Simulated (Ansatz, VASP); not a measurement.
Os in VASP and in Ansatz

```
Os
1.0
     2.66861    0.00000    0.00000
    -1.33430    2.31108    0.00000
     0.00000    0.00000    2.55946
Os
1
Direct
  0.00000 0.00000 0.00000
```

Alike in both runs: functional PBE; k mesh 16 × 16 × 15; occupations fermi-dirac, width 0.05 eV; no spin polarisation.

Ansatz relaxed the structure, and its values are those at the end. VASP's run is a single point on that final structure, the one shown.

|  | VASP | Ansatz |
| --- | --- | --- |
| version | VASP 6.6.1 | Ansatz 0.2.0 |
| potentials or method | VASP PAW PBE potentials, release 64 (Os) | PAW with Ansatz's default frozen-core files, scalar-relativistic |
| plane-wave cutoff (eV) | 520 | 420 |
| valence electrons in the cell | 8 | 16 |

```csv
,VASP,Ansatz,Ansatz less VASP
pressure (GPa),-0.2,0.0,+0.18
```

VASP's potentials hold 8 valence electrons a cell and Ansatz's 16, so a difference there can come from the potentials and not from the codes.

Neither program's run includes spin-orbit coupling.
